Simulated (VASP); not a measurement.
Input of a VASP 6.6.1 run:

File INCAR:

```
PREC = Accurate
ENCUT = 520
EDIFF = 1E-7
ISMEAR = 0
SIGMA = 0.01
LREAL = F
LASPH = T
NELM = 100
ALGO = Normal
ISIF = 2
LWAVE = F
LCHARG = F
GGA = PS
NBANDS = 15
```

File KPOINTS:

```
regular mesh
0
Gamma
  6 6 6
```

The input POSCAR:

```
CaSe
1.0
    0.0146722699      2.9417901226      2.9417901226
    2.9417901226      0.0146722699      2.9417901226
    2.9417901226      2.9417901226      0.0146722699
Ca Se
1 1
Direct
    0.0000000000      0.0000000000      0.0000000000
    0.5000000000      0.5000000000      0.5000000000
```

Potentials or basis: VASP PAW PBE potentials, release 64 (Ca_sv, Se).

The run is started by

```sh
$ cat potpaw_PBE.64/Ca_sv/POTCAR potpaw_PBE.64/Se/POTCAR > POTCAR
$ mpirun -np 1 vasp_std > vasp.out
```

Estimate the pressure.

0.2 GPa.

What does it give for the band gap on the k mesh?

1.85 eV, indirect (least direct gap 2.81 eV).

Stress tensor (GPa, compression positive):
```
 0.20 -0.14 -0.14
-0.14  0.20 -0.14
-0.14 -0.14  0.20
```

Caveat: the cell differs from its parent crystal (equal xy, yz and zx engineering shears of +0.5 %); the PAW data sets were made with another functional, which shifts forces and pressure a little. A k mesh can miss the band edges.
